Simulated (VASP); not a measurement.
**Lu: single point with PBEsol**

The system is Lu.

```
CELL_PARAMETERS angstrom
3.50310 0.00000 0.00000
-1.75155 3.03377 0.00000
0.00000 0.00000 5.55090
ATOMIC_POSITIONS crystal
Lu 0.66667 0.33333 0.75000
Lu 0.33333 0.66667 0.25000
```

* Program: VASP 6.6.1
* Task: single point
* Functional: PBEsol
* Potentials or basis: VASP PAW PBE potentials, release 64 (Lu)
* Cutoff: 520 eV
* k mesh: 9 × 9 × 5
* Occupations: fermi-dirac, width 0.05 eV
* Spin: no spin polarisation
* Dipole correction: no
* Further INCAR settings: ALGO = Normal; EDIFF = 1e-06; NBANDS = 32

- Pressure: -2.9 GPa
- Band gap on the k mesh: zero (bands 25 and 26 overlap by 1.43 eV)

Stress tensor (GPa, compression positive):
```
-2.56  0.00  0.00
 0.00 -2.56  0.00
 0.00  0.00 -3.62
```

Levels at points of the mesh, in eV from the Fermi level:
```tsv
k point	band 21	band 22	band 23	band 24	band 25	band 26	band 27	band 28	band 29	band 30
(0.00, 0.00, 0.00)	-4.89	-4.87	-4.86	-2.44	0.55	2.18	2.18	2.45	2.87	2.87
```

Run time: 79 s on 1 thread of Intel Xeon 8259CL (shared host), peak memory 0.21 GiB.

Caveat: the PAW data sets were made with another functional, which shifts forces and pressure a little; spin-orbit coupling is left out, which moves the levels of the heavy elements.
